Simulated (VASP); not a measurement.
# Bi (P-1) in VASP: electric field gradients with PBE

Aim: the electric field gradients of Bi with PBE.

Everything below comes from runs of VASP 6.6.1. Logs are shortened: lines on timing, memory, paths and dates and some standing lists are left out, and cuts for length are marked.

### Step 1. The cell of the first run

The typed cell holds 2 atoms: a = 4.638 Å, b = 4.789 Å, c = 4.812 Å, α = 57.33°, β = 56.68°, γ = 57.65°.

### Step 2. Electric field gradients, PBE (equal xy, yz and zx shear strains of -3 %)

Input file INCAR:

```
SYSTEM = Bi
  ALGO = Normal
  EDIFF = 1E-8
  ENCUT = 520
  GGA = PE
  ISIF = 2
  ISMEAR = -1
  LASPH = .TRUE.
  LCHARG = .FALSE.
  LEFG = .TRUE.
  LREAL = .FALSE.
  LWAVE = .FALSE.
  NBANDS = 22
  NELM = 100
  PREC = Accurate
  SIGMA = 0.03
```

Input file KPOINTS:

```
k-points
0
G
  11 11 11
  0 0 0
```

Input file POSCAR:

```
Bi
1.0
    2.1940049238      1.2189119810      3.9002202502
   -2.3519944330      1.2871019714      3.9684102405
   -0.0199404907     -2.6839439523      3.9933695093
Bi
2
Direct
    0.2338900000      0.2338900000      0.2338900000
    0.7661100000      0.7661100000      0.7661100000
```

Potentials or basis: VASP PAW PBE potentials, release 64 (Bi_d).

Command:

```
cat potpaw_PBE.64/Bi_d/POTCAR > POTCAR
mpirun -np 1 vasp_std > vasp.out
```

OUTCAR:

```text
SYSTEM = Bi
   EDIFF = 1E-8
   ENCUT = 520
   GGA = PE
   ISIF = 2
   ISMEAR = -1
   LASPH = .TRUE.
   LREAL = .FALSE.
   NELM = 100
   PREC = Accurate

 ion  position               nearest neighbor table
   1  0.234  0.234  0.234-   2 3.03   2 3.09   2 3.10   2 3.48   2 3.54   2 3.58
   2  0.766  0.766  0.766-   1 3.03   1 3.09   1 3.10   1 3.48   1 3.54   1 3.58

  LATTYP: Found a triclinic cell.
 ALAT       =     7.9765226039
 B/A-ratio  =     0.5773502692
 C/A-ratio  =     0.8333547755
 COS(alpha) =     0.0052059192
 COS(beta)  =     0.3963385935
 COS(gamma) =     0.8732788530

  Lattice vectors:

 A1 = (   6.8780532991,  -4.0392359141,  -0.0432307215)
 A2 = (   2.3320539423,  -3.9710459237,   0.0249592688)
 A3 = (   4.5659398475,   2.6157539619,  -4.0615594996)

Analysis of symmetry for initial positions (statically):
=====================================================================
 Subroutine PRICEL returns:
 Original cell was already a primitive cell.

 Routine SETGRP: Setting up the symmetry group for a
 triclinic supercell.

 Subroutine GETGRP returns: Found  2 space group operations
 (whereof  2 operations were pure point group operations)
 out of a pool of  2 trial point group operations.

The static configuration has the point symmetry S_2 .

Analysis of symmetry for dynamics (positions and initial velocities):
=====================================================================
 Subroutine PRICEL returns:
 Original cell was already a primitive cell.

 Routine SETGRP: Setting up the symmetry group for a
 triclinic supercell.

 Subroutine GETGRP returns: Found  2 space group operations
 (whereof  2 operations were pure point group operations)
 out of a pool of  2 trial point group operations.

The dynamic configuration has the point symmetry S_2 .

 Subroutine INISYM returns: Found  2 space group operations
 (whereof  2 operations are pure point group operations),
 and found     1 'primitive' translations

----------------------------------------------------------------------------------------

                                     Primitive cell

  volume of cell :      70.7180

  direct lattice vectors                    reciprocal lattice vectors
     2.194004924  1.218911981  3.900220250     0.223293484  0.131695654  0.089627653
    -2.351994433  1.287101971  3.968410240    -0.216854868  0.124992887  0.082924886
    -0.019940491 -2.683943952  3.993369509    -0.002585458 -0.252835383  0.080471503

  length of vectors
     4.638008411  4.789236801  4.811543702     0.274293349  0.263677440  0.265345206

  position of ions in fractional coordinates (direct lattice)
     0.233890000  0.233890000  0.233890000
     0.766110000  0.766110000  0.766110000

  ion indices of the primitive-cell ions
   primitive index   ion index
                 1           1
                 2           2

----------------------------------------------------------------------------------------

 KPOINTS: k-points

Automatic generation of k-mesh.
 Grid dimensions read from file:
 generate k-points for:   11   11   11

 Generating k-lattice:

  Cartesian coordinates                     Fractional coordinates (reciprocal lattice)
     0.020299408  0.011972332  0.008147968     0.090909091 -0.000000000  0.000000000
    -0.019714079  0.011362990  0.007538626     0.000000000  0.090909091  0.000000000
    -0.000235042 -0.022985035  0.007315591     0.000000000 -0.000000000  0.090909091

  Length of vectors
     0.024935759  0.023970676  0.024122291

  Shift w.r.t. Gamma in fractional coordinates (k-lattice)
     0.000000000  0.000000000  0.000000000

 Subroutine IBZKPT returns following result:
 ===========================================

 Found    666 irreducible k-points:

 Following reciprocal coordinates:
            Coordinates               Weight
  0.000000  0.000000  0.000000      1.000000
  0.090909  0.000000  0.000000      2.000000
  0.181818  0.000000  0.000000      2.000000
  0.272727  0.000000  0.000000      2.000000
  0.363636  0.000000  0.000000      2.000000
  0.454545  0.000000  0.000000      2.000000
[... 16 lines left out ...]
  0.454545  0.181818  0.000000      2.000000
 -0.454545  0.181818 -0.000000      2.000000
 [... further k-points ...]
   k-points           NKPTS =    666   k-points in BZ     NKDIM =    666   number of bands    NBANDS=     22
   number of dos      NEDOS =    301   number of ions     NIONS =      2
   total plane-waves  NPLWV =  46656
   dimension x,y,z NGX =    36 NGY =   36 NGZ =   36
   dimension x,y,z NGXF=    72 NGYF=   72 NGZF=   72
   ions per type =               2
   NGX,Y,Z   is equivalent  to a cutoff of  12.90, 12.50, 12.44 a.u.
   NGXF,Y,Z  is equivalent  to a cutoff of  25.81, 24.99, 24.88 a.u.
 SYSTEM =  Bi
   PREC   = accura    normal or accurate (medium, high low for compatibility)
   ISTART =      0    job   : 0-new  1-cont  2-samecut
   ICHARG =      2    charge: 1-file 2-atom 10-const
   ISPIN  =      1    spin polarized calculation?
   LNONCOLLINEAR =      F non collinear calculations
   LSORBIT =      F    spin-orbit coupling
   LASPH  =      T    aspherical Exc in radial PAW
   ENCUT  =  520.0 eV  38.22 Ry    6.18 a.u.   8.62  8.90  8.95*2*pi/ulx,y,z
   NELM   =    100;   NELMIN=  2; NELMDL= -5     # of ELM steps
   EDIFF  = 0.1E-07   stopping-criterion for ELM
   LREAL  =      F    real-space projection
   EDIFFG = 0.1E-06   stopping-criterion for IOM
   NSW    =      0    number of steps for IOM
   IBRION =     -1    ionic relax: 0-MD 1-quasi-New 2-CG
   NFREE  =      0    steps in history (QN), initial steepest desc. (CG)
   ISIF   =      2    stress and relaxation
   ISYM   =      2    0-nonsym 1-usesym 2-fastsym
   POTIM  = 0.5000    time-step for ionic-motion
   TEBEG  =    0.0;   TEEND  =   0.0 temperature during run
   PSTRESS=    0.0 pullay stress
   NELECT =      30.0000    total number of electrons
   NUPDOWN=      -1.0000    fix difference up-down
   EMIN   =  10.00;   EMAX   =-10.00  energy-range for DOS
   EFERMI =   0.00;   METHOD = LEGACY
   ISMEAR =    -1;   SIGMA  =   0.03  broadening in eV -4-tet -1-fermi 0-gaus
   EFERMI_NEDOS =   21; number of points for ismear=-14 and -15
   IALGO  =     38    algorithm
   IMIX   =      4    mixing-type and parameters
     AMIX     =   0.40;   BMIX     =  1.00
     AMIX_MAG =   1.60;   BMIX_MAG =  1.00
  volume/ion in A,a.u.               =      35.36       238.61
  Fermi-wavevector in a.u.,A,eV,Ry     =   1.230095  2.324542 20.587432  1.513134
  Thomas-Fermi vector in A             =   2.364957
   LORBIT       =      0    0 simple, 1 ext, 2 COOP (PROOUT), +10 PAW based schemes
   GGA     = PE    functional components
   LHFCALC =     F    Hartree Fock is set to
   AEXX    =    0.0000 exact exchange contribution
   IVDW    =     0    specifies the selected vdW correction
   LEPSILON=     F    determine dielectric tensor
   LRPA    =     F    only Hartree local field effects (RPA)
 non-spin polarized calculation
  energy-cutoff  :      520.00
  volume of cell :       70.72
 maximum number of plane-waves:      1926
   NGX = 17   NGY = 17   NGZ = 17

 number of electron      30.0000002 magnetization

 Free energy of the ion-electron system (eV)
  ---------------------------------------------------
  ext. energy  EPLUGINS =         0.00000000
  ---------------------------------------------------
  free energy    TOTEN  =        -7.74483973 eV

  energy without entropy =       -7.74421869  energy(sigma->0) =       -7.74452921

 E-fermi :   6.2860     XC(G=0):  -9.5067

 val. band max:        6.2732372503   @ k =   0.1818   0.1818   0.3636
 cond. band min:       6.2922927914   @ k =   0.2727  -0.4545   0.3636
 fundamental gap:      0.0190555412
 Fermi energy:         6.2859706883

 k-point     1 :       0.0000    0.0000    0.0000
  band No.  band energies     occupation
      1     -16.6537      2.00000
      2     -16.6268      2.00000
      3     -16.4951      2.00000
      4     -16.4896      2.00000
      5     -16.4724      2.00000
      6     -16.3118      2.00000
[... 14 lines left out ...]
     21      12.3287      0.00000
     22      12.3644      0.00000
[... 552 lines left out ...]
  band No.  band energies     occupation
      1     -16.5720      2.00000
      2     -16.4770      2.00000
      3     -16.4476      2.00000
      4     -16.4244      2.00000
      5     -16.4114      2.00000
      6     -16.3806      2.00000
[... 14 lines left out ...]
     21      14.8916      0.00000
     22      16.4299      0.00000

 [... further k-points ...]

------------------------ aborting loop because EDIFF is reached ----------------------------------------

  FORCE on cell =-STRESS in cart. coord.  units (eV):
  Direction    XX          YY          ZZ          XY          YZ          ZX
  --------------------------------------------------------------------------------------
  -------------------------------------------------------------------------------------
  Total        0.4322028      1.1213658      0.8294913      0.0926059      0.6297574      0.2711029
  in kB        9.7919309     25.4055179     18.7928473      2.0980682     14.2677008      6.1420715
  external PRESSURE =      17.9967654 kB  Pullay stress =       0.0000000 kB

 VOLUME and BASIS-vectors are now :
 -----------------------------------------------------------------------------
  energy-cutoff  :      520.00
  volume of cell :       70.72
      direct lattice vectors                 reciprocal lattice vectors
     2.194004924  1.218911981  3.900220250     0.223293484  0.131695654  0.089627653
    -2.351994433  1.287101971  3.968410240    -0.216854868  0.124992887  0.082924886
    -0.019940491 -2.683943952  3.993369509    -0.002585458 -0.252835383  0.080471503

 POSITION                                       TOTAL-FORCE (eV/Angst)
 -----------------------------------------------------------------------------------
     -0.04162     -0.04162      2.77440         0.085056      0.186554      0.197119
     -0.13631     -0.13631      9.08760        -0.085056     -0.186554     -0.197119
 -----------------------------------------------------------------------------------
    total drift:                                0.000000     -0.000000      0.000000

  FREE ENERGIE OF THE ION-ELECTRON SYSTEM (eV)
  ---------------------------------------------------
  free  energy   TOTEN  =        -7.7448397315 eV

  energy  without entropy=       -7.7442186863  energy(sigma->0) =       -7.74452921

 Electric field gradients (V/A^2)
---------------------------------------------------------------------
 ion       V_xx      V_yy      V_zz      V_xy      V_xz      V_yz
---------------------------------------------------------------------
   1      33.543     0.852   -34.395   -12.934   -21.006   -37.690
   2      33.543     0.852   -34.395   -12.934   -21.006   -37.690
---------------------------------------------------------------------

 Electric field gradients after diagonalization (V/A^2)
 (convention: |V_zz| > |V_xx| > |V_yy|)
----------------------------------------------------------------------
 ion       V_xx      V_yy      V_zz     asymmetry (V_yy - V_xx)/ V_zz
----------------------------------------------------------------------
   1      39.752    24.827   -64.579       0.231
   2      39.752    24.827   -64.579       0.231
----------------------------------------------------------------------

           NMR quadrupolar parameters

 Cq : quadrupolar parameter    Cq=e*Q*V_zz/h
 eta: asymmetry parameters     (V_yy - V_xx)/ V_zz
 Q  : nuclear electric quadrupole moment in mb (millibarn)
----------------------------------------------------------------------
 ion       Cq(MHz)       eta       Q (mb)
----------------------------------------------------------------------
   1      -0.156       0.231       1.000
   2      -0.156       0.231       1.000
----------------------------------------------------------------------
```

Wall time 12 min (1 thread of Intel Xeon Platinum 8259CL at 2.50GHz (Skylake/Cascade Lake), shared host); peak memory 0.83 GiB.

Results:

```yaml
Free_energy: -7.7448 eV
Pressure: 1.8 GPa
Largest_force: 0.284 eV/Å
Band_gap_on_the_k_mesh: zero (band 15 reaches 6.29 eV, above the bottom of band 16 at 6.04 eV)
```

Forces on the atoms (eV/Å):
```
Bi   0.085  0.187  0.197
Bi  -0.085 -0.187 -0.197
```

Stress tensor (GPa, compression positive):
```
0.98 0.21 0.61
0.21 2.54 1.43
0.61 1.43 1.88
```

Electric field gradients, principal values (V/Å²):
| atom | least | middle | greatest (by size) |
| --- | --- | --- | --- |
| 1 Bi | 24.827 | 39.752 | -64.579 |
| 2 Bi | 24.827 | 39.752 | -64.579 |

Caveat: the cell differs from its parent crystal (equal xy, yz and zx shear strains of -3 %); without QUAD_EFG the Cq values of the log hold for a quadrupole moment of 1 mb, not for the nuclei; spin-orbit coupling is left out, which moves the levels of the heavy elements.
